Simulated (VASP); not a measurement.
GePt2, 9 atoms in the cell. It takes space group P-62m (No. 189, hexagonal). The conventional cell has a = 6.761 Å, b = 6.761 Å, c = 3.459 Å, α = 90.00°, β = 90.00°, γ = 120.00°. Ge (site symmetry -6) has 9 Pt at 2.43 to 2.74 Å within 3.2 Å. Within 3.5 Å of Ge (site symmetry -62m) lie 9 Pt at 2.55 to 2.59 Å and 2 Ge at 3.46 Å. Within 3.5 Å of Pt (site symmetry m2m) lie 5 Ge at 2.55 to 2.74 Å and 8 Pt at 2.87 to 3.46 Å. Pt (site symmetry m2m) has 4 Ge at 2.43 to 2.59 Å and 6 Pt at 2.87 to 2.88 Å within 3.2 Å. 

```yaml
Program: VASP 6.6.1
Task: single point
Functional: PBEsol
Potentials_or_basis: VASP PAW PBE potentials, release 64 (Ge_d, Pt)
Cutoff: 520 eV
k_mesh: 6 × 6 × 10
Occupations: gaussian, width 0.1 eV
Spin: no spin polarisation
Dipole_correction: no
Further_INCAR_settings: ALGO = Fast; EDIFF = 1e-06; NBANDS = 61
```

Potentials or basis: VASP PAW PBE potentials, release 64 (Ge_d, Pt).

Run with:

```sh
$ cat potpaw_PBE.64/Ge_d/POTCAR potpaw_PBE.64/Pt/POTCAR > POTCAR
$ mpirun -np 1 vasp_std > vasp.out
```

Hardware: 1 thread of Intel(R) Xeon(R) Platinum 8488C (Sapphire Rapids), with other jobs on the host.

Task: How long does it take, and how much memory?

Result: Wall time 7.8 min on 1 thread of Intel(R) Xeon(R) Platinum 8488C (Sapphire Rapids), with other jobs on the host, peak memory 0.42 GiB. Counts: scf iterations 15, k points 42.
